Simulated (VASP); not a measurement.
# F2 in VASP: notebook

The runs below take F2 through single point, relaxation of the atoms, with LDA.

All numbers are computed with VASP 6.6.1; they aren't measurements. Logs are shortened: lines on timing, memory, paths and dates and some standing lists are left out, and cuts for length are marked.

### 1 The cell of the first run

The cell holds a molecule in a box, 2 atoms: a = 12.000 Å, b = 12.300 Å, c = 12.600 Å, α = 90.00°, β = 90.00°, γ = 90.00°.

### 2 Single point, LDA

The input, INCAR:

```
SYSTEM = F
  PREC = Accurate
  ENCUT = 520
  EDIFF = 1E-6
  ISMEAR = -1
  SIGMA = 0.01
  LREAL = .FALSE.
  LASPH = .TRUE.
  NELM = 120
  ALGO = Normal
  ISIF = 2
  LWAVE = .FALSE.
  LCHARG = .FALSE.
  GGA = CA
  NBANDS = 14
  GGA_COMPAT = .FALSE.
  NELMDL = -8
```

The input, KPOINTS:

```
regular mesh
0
G
  1 1 1
  0 0 0
```

The input, POSCAR:

```
F
1.0
   12.0000000000      0.0000000000      0.0000000000
    0.0000000000     12.3000000000      0.0000000000
    0.0000000000      0.0000000000     12.6000000000
F
2
Direct
    0.5000000000      0.5000000000      0.4451485082
    0.5000000000      0.5000000000      0.5548514918
```

Potentials or basis: VASP PAW LDA potentials, release 64 (F).

Run with:

```sh
$ cat potpaw_LDA.64/F/POTCAR > POTCAR
$ mpirun -np 1 vasp_gam > vasp.out
```

OUTCAR:

```text
SYSTEM = F
   PREC = Accurate
   ENCUT = 520
   EDIFF = 1E-6
   ISMEAR = -1
   LREAL = .FALSE.
   LASPH = .TRUE.
   NELM = 120
   ISIF = 2
   GGA = CA
   NELMDL = -8

 ion  position               nearest neighbor table
   1  0.500  0.500  0.445-   2 1.38
   2  0.500  0.500  0.555-   1 1.38

  LATTYP: Found a simple orthorhombic cell.
 ALAT       =    12.0000000000
 B/A-ratio  =     1.0250000000
 C/A-ratio  =     1.0500000000

  Lattice vectors:

 A1 = (  12.0000000000,   0.0000000000,   0.0000000000)
 A2 = (   0.0000000000,  12.3000000000,   0.0000000000)
 A3 = (   0.0000000000,   0.0000000000,  12.6000000000)

Analysis of symmetry for initial positions (statically):
=====================================================================
 Subroutine PRICEL returns:
 Original cell was already a primitive cell.

 Routine SETGRP: Setting up the symmetry group for a
 simple orthorhombic supercell.

 Subroutine GETGRP returns: Found  8 space group operations
 (whereof  8 operations were pure point group operations)
 out of a pool of  8 trial point group operations.

The static configuration has the point symmetry D_2h.

Analysis of symmetry for dynamics (positions and initial velocities):
=====================================================================
 Subroutine PRICEL returns:
 Original cell was already a primitive cell.

 Routine SETGRP: Setting up the symmetry group for a
 simple orthorhombic supercell.

 Subroutine GETGRP returns: Found  8 space group operations
 (whereof  8 operations were pure point group operations)
 out of a pool of  8 trial point group operations.

The dynamic configuration has the point symmetry D_2h.

 Subroutine INISYM returns: Found  8 space group operations
 (whereof  8 operations are pure point group operations),
 and found     1 'primitive' translations

----------------------------------------------------------------------------------------

                                     Primitive cell

  volume of cell :    1859.7600

  direct lattice vectors                    reciprocal lattice vectors
    12.000000000  0.000000000  0.000000000     0.083333333  0.000000000  0.000000000
     0.000000000 12.300000000  0.000000000     0.000000000  0.081300813  0.000000000
     0.000000000  0.000000000 12.600000000     0.000000000  0.000000000  0.079365079

  length of vectors
    12.000000000 12.300000000 12.600000000     0.083333333  0.081300813  0.079365079

  position of ions in fractional coordinates (direct lattice)
     0.500000000  0.500000000  0.445148508
     0.500000000  0.500000000  0.554851492

  ion indices of the primitive-cell ions
   primitive index   ion index
                 1           1
                 2           2

----------------------------------------------------------------------------------------

 KPOINTS: regular mesh

Automatic generation of k-mesh.
 Grid dimensions read from file:
 generate k-points for:    1    1    1

 Generating k-lattice:

  Cartesian coordinates                     Fractional coordinates (reciprocal lattice)
     0.083333333  0.000000000  0.000000000     1.000000000  0.000000000  0.000000000
     0.000000000  0.081300813  0.000000000     0.000000000  1.000000000  0.000000000
     0.000000000  0.000000000  0.079365079     0.000000000  0.000000000  1.000000000

  Length of vectors
     0.083333333  0.081300813  0.079365079

  Shift w.r.t. Gamma in fractional coordinates (k-lattice)
     0.000000000  0.000000000  0.000000000

 Subroutine IBZKPT returns following result:
 ===========================================

 Found      1 irreducible k-points:

 Following reciprocal coordinates:
            Coordinates               Weight
  0.000000  0.000000  0.000000      1.000000
   k-points           NKPTS =      1   k-points in BZ     NKDIM =      1   number of bands    NBANDS=     14
   number of dos      NEDOS =    301   number of ions     NIONS =      2
   total plane-waves  NPLWV = 829440
   dimension x,y,z NGX =    90 NGY =   96 NGZ =   96
   dimension x,y,z NGXF=   180 NGYF=  192 NGZF=  192
   ions per type =               2
   NGX,Y,Z   is equivalent  to a cutoff of  12.47, 12.98, 12.67 a.u.
   NGXF,Y,Z  is equivalent  to a cutoff of  24.94, 25.95, 25.33 a.u.
 SYSTEM =  F
   PREC   = accura    normal or accurate (medium, high low for compatibility)
   ISTART =      0    job   : 0-new  1-cont  2-samecut
   ICHARG =      2    charge: 1-file 2-atom 10-const
   ISPIN  =      1    spin polarized calculation?
   LNONCOLLINEAR =      F non collinear calculations
   LSORBIT =      F    spin-orbit coupling
   LASPH  =      T    aspherical Exc in radial PAW
   ENCUT  =  520.0 eV  38.22 Ry    6.18 a.u.  22.31 22.87 23.43*2*pi/ulx,y,z
   NELM   =    120;   NELMIN=  2; NELMDL= -8     # of ELM steps
   EDIFF  = 0.1E-05   stopping-criterion for ELM
   LREAL  =      F    real-space projection
   EDIFFG = 0.1E-04   stopping-criterion for IOM
   NSW    =      0    number of steps for IOM
   IBRION =     -1    ionic relax: 0-MD 1-quasi-New 2-CG
   NFREE  =      0    steps in history (QN), initial steepest desc. (CG)
   ISIF   =      2    stress and relaxation
   ISYM   =      2    0-nonsym 1-usesym 2-fastsym
   POTIM  = 0.5000    time-step for ionic-motion
   TEBEG  =    0.0;   TEEND  =   0.0 temperature during run
   PSTRESS=    0.0 pullay stress
   NELECT =      14.0000    total number of electrons
   NUPDOWN=      -1.0000    fix difference up-down
   EMIN   =  10.00;   EMAX   =-10.00  energy-range for DOS
   EFERMI =   0.00;   METHOD = LEGACY
   ISMEAR =    -1;   SIGMA  =   0.01  broadening in eV -4-tet -1-fermi 0-gaus
   EFERMI_NEDOS =   21; number of points for ismear=-14 and -15
   IALGO  =     38    algorithm
   IMIX   =      4    mixing-type and parameters
     AMIX     =   0.40;   BMIX     =  1.00
     AMIX_MAG =   1.60;   BMIX_MAG =  1.00
  volume/ion in A,a.u.               =     929.88      6275.14
  Fermi-wavevector in a.u.,A,eV,Ry     =   0.320847  0.606314  1.400625  0.102943
  Thomas-Fermi vector in A             =   1.207823
   LORBIT       =      0    0 simple, 1 ext, 2 COOP (PROOUT), +10 PAW based schemes
   GGA     = CA    functional components
   LHFCALC =     F    Hartree Fock is set to
   AEXX    =    0.0000 exact exchange contribution
   IVDW    =     0    specifies the selected vdW correction
   LEPSILON=     F    determine dielectric tensor
   LRPA    =     F    only Hartree local field effects (RPA)
 non-spin polarized calculation
  energy-cutoff  :      520.00
  volume of cell :     1859.76
 maximum number of plane-waves:     25042
 NGX is ok and might be reduce to    90
   NGX = 45   NGY = 45   NGZ = 47

 number of electron      13.9999997 magnetization

 Free energy of the ion-electron system (eV)
  ---------------------------------------------------
  ext. energy  EPLUGINS =         0.00000000
  ---------------------------------------------------
  free energy    TOTEN  =        -4.09821273 eV

  energy without entropy =       -4.09821273  energy(sigma->0) =       -4.09821273

 E-fermi :  -9.1630     XC(G=0):  -0.2905

 val. band max:       -9.4333047497   @ k =   0.0000   0.0000   0.0000
 cond. band min:      -5.7067988535   @ k =   0.0000   0.0000   0.0000
 fundamental gap:      3.7265058961
 Fermi energy:        -9.1630316027

 k-point     1 :       0.0000    0.0000    0.0000
  band No.  band energies     occupation
      1     -34.3467      2.00000
      2     -27.1953      2.00000
      3     -15.7833      2.00000
      4     -13.1686      2.00000
      5     -13.1686      2.00000
      6      -9.4333      2.00000
      7      -9.4333      2.00000
      8      -5.7068      0.00000
      9      -0.1916      0.00000
     10       0.6336      0.00000
     11       0.8092      0.00000
     12       0.8758      0.00000
     13       0.9195      0.00000
     14       0.9678      0.00000

------------------------ aborting loop because EDIFF is reached ----------------------------------------

  FORCE on cell =-STRESS in cart. coord.  units (eV):
  Direction    XX          YY          ZZ          XY          YZ          ZX
  --------------------------------------------------------------------------------------
  -------------------------------------------------------------------------------------
  Total       -0.1101001     -0.1112028      0.8490768      0.0000000      0.0000000      0.0000000
  in kB       -0.0948509     -0.0958009      0.7314769      0.0000000      0.0000000      0.0000000
  external PRESSURE =       0.1802750 kB  Pullay stress =       0.0000000 kB

 VOLUME and BASIS-vectors are now :
 -----------------------------------------------------------------------------
  energy-cutoff  :      520.00
  volume of cell :     1859.76
      direct lattice vectors                 reciprocal lattice vectors
    12.000000000  0.000000000  0.000000000     0.083333333  0.000000000  0.000000000
     0.000000000 12.300000000  0.000000000     0.000000000  0.081300813  0.000000000
     0.000000000  0.000000000 12.600000000     0.000000000  0.000000000  0.079365079

 POSITION                                       TOTAL-FORCE (eV/Angst)
 -----------------------------------------------------------------------------------
      6.00000      6.15000      5.60887         0.000000      0.000000     -0.681175
      6.00000      6.15000      6.99113         0.000000      0.000000      0.681175
 -----------------------------------------------------------------------------------
    total drift:                                0.000000     -0.000000      0.000000

  FREE ENERGIE OF THE ION-ELECTRON SYSTEM (eV)
  ---------------------------------------------------
  free  energy   TOTEN  =        -4.0982127329 eV

  energy  without entropy=       -4.0982127329  energy(sigma->0) =       -4.09821273
```

Wall time 47 s (1 thread of Intel Xeon Platinum 8375C at 2.90GHz (Ice Lake), shared host); peak memory 0.8 GiB.

What came out:

```yaml
Free_energy: -4.0982 eV
Largest_force: 0.681 eV/Å
Gap_between_the_frontier_levels: 3.73 eV
```

Forces in eV/Å, atoms in the order of the input:
```
F    0.000  0.000 -0.681
F    0.000  0.000  0.681
```

### 3 Single point, LDA

The input, INCAR:

```
PREC     = Accurate       # precision mode
ENCUT    = 520            # plane-wave cutoff, eV
EDIFF    = 1E-6           # SCF threshold, eV
ISMEAR   = -1             # smearing method
SIGMA    = 0.01           # smearing width, eV
LREAL    = False          # projectors in reciprocal space
LASPH    = True           # aspherical terms in the spheres
NELM     = 120            # most SCF steps
ALGO     = Normal         # electronic algorithm
ISIF     = 2              # what is computed and relaxed
LWAVE    = False          # write WAVECAR
LCHARG   = False          # write CHGCAR
GGA      = CA             # functional
NBANDS   = 14             # bands
GGA_COMPAT= False        
NELMDL   = -8
```

The input, KPOINTS:

```
regular mesh
0
Gamma
  1 1 1
```

POSCAR is that of step 2.

Potentials or basis: VASP PAW LDA potentials, release 64 (F).

Run with:

```sh
$ cat potpaw_LDA.64/F/POTCAR > POTCAR
$ mpirun -np 1 vasp_gam > vasp.out
```

Wall time 50 s (1 thread of Intel Xeon Platinum 8375C at 2.90GHz (Ice Lake), shared host); peak memory 0.8 GiB.

The run converged. Its results:

```yaml
Free_energy: -4.0982 eV
Largest_force: 0.681 eV/Å
Gap_between_the_frontier_levels: 3.73 eV
```

Forces on the atoms (eV/Å):
```
F    0.000  0.000 -0.681
F    0.000  0.000  0.681
```

Levels at points of the mesh, in eV from the valence-band top:
```
           k point  band 3  band 4  band 5  band 6  band 7  band 8  band 9  band 10  band 11  band 12
(0.00, 0.00, 0.00)   -6.35   -3.74   -3.74    0.00    0.00    3.73    9.24    10.07    10.24    10.31
```

### 4 Relaxation of the atoms, LDA

The input, INCAR:

```
SYSTEM = F
PREC = Accurate
ENCUT = 520
EDIFF = 1E-7
ISMEAR = -1
SIGMA = 0.01
LREAL = .FALSE.
LASPH = .TRUE.
NELM = 120
ALGO = Normal
ISIF = 2
LWAVE = .FALSE.
LCHARG = .FALSE.
IBRION = 2
NSW = 80
EDIFFG = -0.01
GGA_COMPAT = .FALSE.
NELMIN = 4
NELMDL = -8
```

The input, KPOINTS:

```
regular mesh
0
G
  1 1 1
  0 0 0
```

The input, POSCAR:

```
F
1.0
   12.0000000000      0.0000000000      0.0000000000
    0.0000000000     12.3000000000      0.0000000000
    0.0000000000      0.0000000000     12.6000000000
F
2
Direct
    0.5000000000      0.5000000000      0.4436507937
    0.5000000000      0.5000000000      0.5563492063
```

Run with:

```sh
$ cat potpaw_LDA.64/F/POTCAR > POTCAR
$ mpirun -np 1 vasp_gam > vasp.out
```

It took 1.9 min on 1 thread of Intel Xeon Platinum 8375C at 2.90GHz (Ice Lake), shared host; peak memory 0.81 GiB.

Results (log left out):

* Free energy: -4.1037 eV
* Energy gained by relaxing: 4.3 meV/atom
* Ionic steps: 3
* Largest force after relaxing: 0.005 eV/Å
* Gap between the frontier levels: 3.51 eV

Forces in eV/Å, atoms in the order of the input:
```
F    0.000  0.000 -0.005
F    0.000  0.000  0.005
```

The path:
| step | energy change (eV) | largest force (eV/Å) | pressure (GPa) |
| --- | --- | --- | --- |
| 1 | 0.0000 | 0.7837 | -0.04 |
| 2 | 0.0565 | 2.5339 | 0.09 |
| 3 | -0.0085 | 0.0050 | -0.01 |

Final structure:
```
F
1.0
    12.00000    0.00000    0.00000
     0.00000   12.30000    0.00000
     0.00000    0.00000   12.60000
F
2
Direct
  0.50000 0.50000 0.44450
  0.50000 0.50000 0.55550
```

Levels at points of the mesh, in eV from the valence-band top:
```
           k point  band 4  band 5  band 6  band 7  band 8  band 9  band 10  band 11
(0.00, 0.00, 0.00)   -3.57   -3.57    0.00    0.00    3.51    9.32    10.15    10.32
```
